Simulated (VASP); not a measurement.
The system is Be3V.

```
Be V
1.0
     0.00000    3.54775    3.54775
     3.54775    0.00000    3.54775
     3.54775    3.54775    0.00000
Be V
6 2
Direct
  0.66667 0.33333 0.33333
  0.33333 0.66667 0.66667
  0.66667 0.33333 0.66667
  0.33333 0.66667 0.33333
  0.66667 0.66667 0.33333
  0.33333 0.33333 0.66667
  0.25000 0.25000 0.25000
  0.75000 0.75000 0.75000
```

The cell was generated, and may not be a known phase.

* Program: VASP 6.6.1
* Task: relaxation of cell and atoms
* Functional: PBE
* Potentials or basis: VASP PAW PBE potentials, release 64 (Be, V_sv)
* Cutoff: 600 eV
* k mesh: 4 × 4 × 4
* Occupations: gaussian, width 0.1 eV
* Spin: collinear spin, ferromagnetic start
* Starting moments: [0.0, 0.0, 0.0, 0.0, 0.0, 0.0, 2.0, 2.0] μB

At the start: pressure 22.1 GPa; volume 11.16 Å³/atom.

**Question.** How do energy, volume and symmetry change on relaxing?

**Answer.** Over 9 steps the energy falls by 1398.9 meV/atom and the volume is 9.51 Å³/atom (-14.8 %); space group Fm-3m (No. 225, to 0.1 Å) before, Pm-3m (No. 221, to 0.1 Å); moment 0.00 μB per cell.

Step by step:
| step | energy change (eV) | largest force (eV/Å) | pressure (GPa) | volume (Å³) |
| --- | --- | --- | --- | --- |
| 1 | 0.0000 | 9.7672 | 22.12 | 89.31 |
| 2 | -7.1829 | 0.2153 | -26.33 | 110.75 |
| 3 | -7.7788 | 1.1567 | -19.80 | 102.72 |
| 4 | -10.2243 | 1.2744 | -8.72 | 84.08 |
| 5 | -10.7544 | 1.1248 | 7.93 | 73.22 |
| 6 | -11.1148 | 0.2486 | 6.37 | 73.11 |
| 7 | -11.1337 | 0.0176 | 6.35 | 73.08 |
| 8 | -11.1806 | 0.0325 | -2.46 | 77.45 |
| 9 | -11.1916 | 0.0190 | 0.03 | 76.08 |

Final structure:
```cif
data_structure
_symmetry_space_group_name_H-M 'P 1'
_symmetry_Int_Tables_number 1
_cell_length_a 4.7562
_cell_length_b 4.7562
_cell_length_c 4.7562
_cell_angle_alpha 60.000
_cell_angle_beta 60.000
_cell_angle_gamma 60.000
_cell_volume 76.08
loop_
_atom_site_label
_atom_site_type_symbol
_atom_site_fract_x
_atom_site_fract_y
_atom_site_fract_z
_atom_site_occupancy
Be1 Be 0.74965 0.25035 0.25035 1
Be2 Be 0.25035 0.74965 0.74965 1
Be3 Be 0.74965 0.25035 0.74965 1
Be4 Be 0.25035 0.74965 0.25035 1
Be5 Be 0.74965 0.74965 0.25035 1
Be6 Be 0.25035 0.25035 0.74965 1
V1 V 0.25000 0.25000 0.25000 1
V2 V 0.75000 0.75000 0.75000 1
```

Caveat: the k points lie up to 0.40 Å⁻¹ apart in the final cell, too coarse for converged energies and pressures of a metal; the moments typed at the start vanished in this run.
